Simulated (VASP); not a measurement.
# KCl (Fm-3m) in VASP: a series of runs

The runs below take KCl through vibrations by perturbation theory, with PBEsol.

Program: VASP 6.6.1. These are calculated values, not measurements. Logs are shortened: lines on timing, memory, paths and dates and some standing lists are left out, and cuts for length are marked.

### 1 The cell of the first run

It takes space group Fm-3m (No. 225, cubic). The conventional cell has a = 6.065 Å, b = 6.065 Å, c = 6.065 Å, α = 90.00°, β = 90.00°, γ = 90.00°. Within 4.0 Å of K (site symmetry m-3m) lie 6 Cl at 3.03 Å. Cl (site symmetry m-3m) has 6 K at 3.03 Å within 4.0 Å.

### 2 Vibrations by perturbation theory, PBEsol

INCAR reads:

```
SYSTEM = KCl
PREC = Accurate
ENCUT = 520
EDIFF = 1E-8
ISMEAR = 0
SIGMA = 0.01
LREAL = .FALSE.
LASPH = .TRUE.
NELM = 80
ALGO = Normal
ISIF = 2
LWAVE = .FALSE.
LCHARG = .TRUE.
GGA = PS
IBRION = 8
NSW = 1
```

KPOINTS reads:

```
Automatic mesh
0
G
  6 6 6
  0 0 0
```

POSCAR reads:

```
KCl
1.0
    3.0325830272      3.0325830272      0.0000000000
   -3.0325830272      3.0325830272      0.0000000000
    0.0000000000      3.0325830272      3.0325830272
K Cl
1 1
Direct
    0.0000000000      0.0000000000      0.0000000000
    0.5000000000      0.5000000000      0.0000000000
```

Potentials or basis: VASP PAW PBE potentials, release 64 (K_sv, Cl).

The run is started by

```sh
$ cat potpaw_PBE.64/K_sv/POTCAR potpaw_PBE.64/Cl/POTCAR > POTCAR
$ mpirun -np 1 vasp_std > vasp.out
```

OUTCAR:

```text
SYSTEM = KCl
   PREC = Accurate
   ENCUT = 520
   EDIFF = 1E-8
   ISMEAR = 0
   LREAL = .FALSE.
   LASPH = .TRUE.
   NELM = 80
   ISIF = 2
   GGA = PS
   IBRION = 8
   NSW = 1

 ion  position               nearest neighbor table
   1  0.000  0.000  0.000-   2 3.03   2 3.03   2 3.03   2 3.03   2 3.03   2 3.03
   2  0.500  0.500  0.000-   1 3.03   1 3.03   1 3.03   1 3.03   1 3.03   1 3.03

  LATTYP: Found a face centered cubic cell.
 ALAT       =     6.0651660544

  Lattice vectors:

 A1 = (   0.0000000000,   3.0325830272,   3.0325830272)
 A2 = (   3.0325830272,   0.0000000000,   3.0325830272)
 A3 = (   3.0325830272,   3.0325830272,   0.0000000000)

Analysis of symmetry for initial positions (statically):
=====================================================================
 Subroutine PRICEL returns:
 Original cell was already a primitive cell.

 Routine SETGRP: Setting up the symmetry group for a
 face centered cubic supercell.

 Subroutine GETGRP returns: Found 48 space group operations
 (whereof 48 operations were pure point group operations)
 out of a pool of 48 trial point group operations.

The static configuration has the point symmetry O_h .

Analysis of symmetry for dynamics (positions and initial velocities):
=====================================================================
 Subroutine PRICEL returns:
 Original cell was already a primitive cell.

 Routine SETGRP: Setting up the symmetry group for a
 face centered cubic supercell.

 Subroutine GETGRP returns: Found 48 space group operations
 (whereof 48 operations were pure point group operations)
 out of a pool of 48 trial point group operations.

The dynamic configuration has the point symmetry O_h .

 Subroutine INISYM returns: Found 48 space group operations
 (whereof 48 operations are pure point group operations),
 and found     1 'primitive' translations
[... 390 lines left out ...]
  in kB       20.7736295     20.7736295     20.7736295      0.0000000     -0.0000000      0.0000000
  external PRESSURE =      20.7736295 kB  Pullay stress =       0.0000000 kB

 VOLUME and BASIS-vectors are now :
 -----------------------------------------------------------------------------
  energy-cutoff  :      520.00
  volume of cell :       55.78
      direct lattice vectors                 reciprocal lattice vectors
     3.032583027  3.032583027  0.000000000     0.164875948  0.164875948 -0.164875948
    -3.032583027  3.032583027  0.000000000    -0.164875948  0.164875948 -0.164875948
     0.000000000  3.032583027  3.032583027     0.000000000  0.000000000  0.329751895

 POSITION                                       TOTAL-FORCE (eV/Angst)
 -----------------------------------------------------------------------------------
      0.00000      0.00000      0.00000         0.000000      0.000000      0.000000
      0.00000      3.03258      0.00000        -0.000000      0.000000      0.000000
 -----------------------------------------------------------------------------------
    total drift:                                0.000000     -0.000000     -0.000000

  FREE ENERGIE OF THE ION-ELECTRON SYSTEM (eV)
  ---------------------------------------------------
  free  energy   TOTEN  =        -6.9908027251 eV

  energy  without entropy=       -6.9908027251  energy(sigma->0) =       -6.99080273

[... ionic steps 2 to 3 ...]

--------------------------------------- Ionic step        4  -------------------------------------------

------------------------ aborting loop because EDIFF is reached ----------------------------------------

[... ionic steps 5 to 6 ...]

--------------------------------------- Ionic step        7  -------------------------------------------

 Free energy of the ion-electron system (eV)
  ---------------------------------------------------
  ---------------------------------------------------
  free energy    TOTEN  =        -0.19726521 eV

  energy without entropy =       -0.19726521

------------------------ aborting loop because EDIFF is reached ----------------------------------------

 INTERNAL STRAIN TENSOR  FOR ION    2  DIRECTION 1   (eV/Angst):
 -----------------------------------------------------------------------------
    -0.00782  0.00000 -0.00000
    -0.00000  0.00395 -0.00000
     0.00000 -0.00000  0.00395

 INTERNAL STRAIN TENSOR FOR ION    2 for displacements in x,y,z  (eV/Angst):
          X           Y           Z          XY          YZ          ZX
  --------------------------------------------------------------------------------
  x     0.00000     0.00000     0.00000     0.00000     0.00000     0.00000
  y     0.00000     0.00000     0.00000     0.00000     0.00000     0.00000
  z     0.00000     0.00000     0.00000     0.00000     0.00000     0.00000

 SECOND DERIVATIVES (NOT SYMMETRIZED)
 ------------------------------------
               1X          1Y          1Z          2X          2Y          2Z
  1X    -2.004091    0.000000    0.000000    2.004091    0.000000    0.000000
  1Y     0.000000   -2.004091    0.000000    0.000000    2.004091    0.000000
  1Z     0.000000    0.000000   -2.004091    0.000000    0.000000    2.004091
  2X     1.993876    0.000000   -0.000000   -1.993876   -0.000000    0.000000
  2Y    -0.000000    1.993876    0.000000    0.000000   -1.993876   -0.000000
  2Z    -0.000000    0.000000    1.993876    0.000000   -0.000000   -1.993876

 Eigenvectors and eigenvalues of the dynamical matrix
 ----------------------------------------------------

   1 f  =    5.125681 THz    32.205602 2PiTHz  170.974306 cm-1    21.198103 meV
             X         Y         Z           dx          dy          dz
      0.000000  0.000000  0.000000     0.000000    0.690528   -0.000000
      0.000000  3.032583  0.000000     0.000000   -0.723306    0.000000
[... 21 lines left out ...]
   6 f/i=    0.006541 THz     0.041097 2PiTHz    0.218179 cm-1     0.027051 meV
             X         Y         Z           dx          dy          dz
      0.000000  0.000000  0.000000     0.000000   -0.000000   -0.723306
      0.000000  3.032583  0.000000    -0.000000    0.000000   -0.690528

--------------------------------------------------------------------------------------------------------

 ELASTIC MODULI CONTR FROM IONIC RELAXATION (kBar)
 Direction    XX          YY          ZZ          XY          YZ          ZX
 --------------------------------------------------------------------------------
 XX           0.0000      0.0000      0.0000      0.0000      0.0000      0.0000
 YY           0.0000      0.0000      0.0000      0.0000      0.0000      0.0000
 ZZ           0.0000      0.0000      0.0000      0.0000      0.0000      0.0000
 XY           0.0000      0.0000      0.0000      0.0000      0.0000      0.0000
 YZ           0.0000      0.0000      0.0000      0.0000      0.0000      0.0000
 ZX           0.0000      0.0000      0.0000      0.0000      0.0000      0.0000
 --------------------------------------------------------------------------------
```

stdout:

```text
POSCAR found type information on POSCAR K Cl
 POSCAR found :  2 types and       2 ions
 scaLAPACK will be used
 -----------------------------------------------------------------------------
|                                                                             |
|                                                                             |
|     You enforced a specific xc type in the INCAR file but a different       |
|     I HOPE YOU KNOW WHAT YOU ARE DOING!                                     |
|                                                                             |
 -----------------------------------------------------------------------------

 LDA part: xc-table for (Slater+PW92), standard interpolation
 POSCAR, INCAR and KPOINTS ok, starting setup
 FFT: planning ... GRIDC
 FFT: planning ... GRID_SOFT
 FFT: planning ... GRID
 WAVECAR not read
 entering main loop
 Linear response reoptimize wavefunctions to high precision
 Linear response DOF=           2
 Linear response progress:
 first order change of Fermi-energy  -0.38336E+00
 force on displaced ion       1 direction 1 :  -2.004  -0.000   0.000
 Linear response progress:
 first order change of Fermi-energy   0.38383E+00
 force on displaced ion       2 direction 1 :  -1.994   0.000  -0.000
 Linear response finished
```

Wall time 83 s (1 thread of Intel Xeon Platinum 8488C (Sapphire Rapids), shared host); peak memory 0.23 GiB.

What came out:

```
Highest phonon frequency at Γ, LO-TO splitting left out : 171 cm⁻¹
```

Phonon frequencies in cm⁻¹ (negative: imaginary):
```csv
q point,frequencies
"(0.000, 0.000, 0.000)",0 0 0 171 171 171
```

Caveat: the cell stands under pressure or tension, which shifts response properties; the PAW data sets were made with another functional, which shifts forces and pressure a little.

(Part 1 of 3 ends here.)
